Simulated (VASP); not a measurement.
Input of a VASP 6.6.1 run:

Contents of INCAR:

```
AGGAC = 1.0
AGGAX = 1.0
ALDAC = 0.0
ALDAX = 1.0
ALGO = Normal
EDIFF = 1E-6
ENCUT = 560
GGA = B5
GGA_COMPAT = False
ISIF = 2
ISMEAR = -1
LASPH = True
LCHARG = False
LREAL = False
LWAVE = False
NBANDS = 14
NELM = 120
PREC = Accurate
SIGMA = 0.1
```

Contents of KPOINTS:

```
k-points
0
Gamma
  16 16 16
```

Contents of POSCAR:

```
Os
1.0
    0.0000000000      2.0076217341      2.0076217341
    2.0076217341      0.0000000000      2.0076217341
    2.0076217341      2.0076217341      0.0000000000
Os
1
Direct
    0.0000000000      0.0000000000      0.0000000000
```

Potentials or basis: VASP PAW PBE potentials, release 64 (Os_sv_GW).

Run with:

```bash
$ cat potpaw_PBE.64/Os_sv_GW/POTCAR > POTCAR
$ mpirun -np 1 vasp_std > vasp.out
```

(1) What does it give for the pressure?

(2) Predict the band gap on the k mesh.

Answers

(1) -21.8 GPa.

(2) zero (bands 8 and 9 overlap by 3.68 eV).

Caveat: the cell stands under tension; the PAW data sets were made with another functional, which shifts forces and pressure a little; spin-orbit coupling is left out, which moves the levels of the heavy elements.
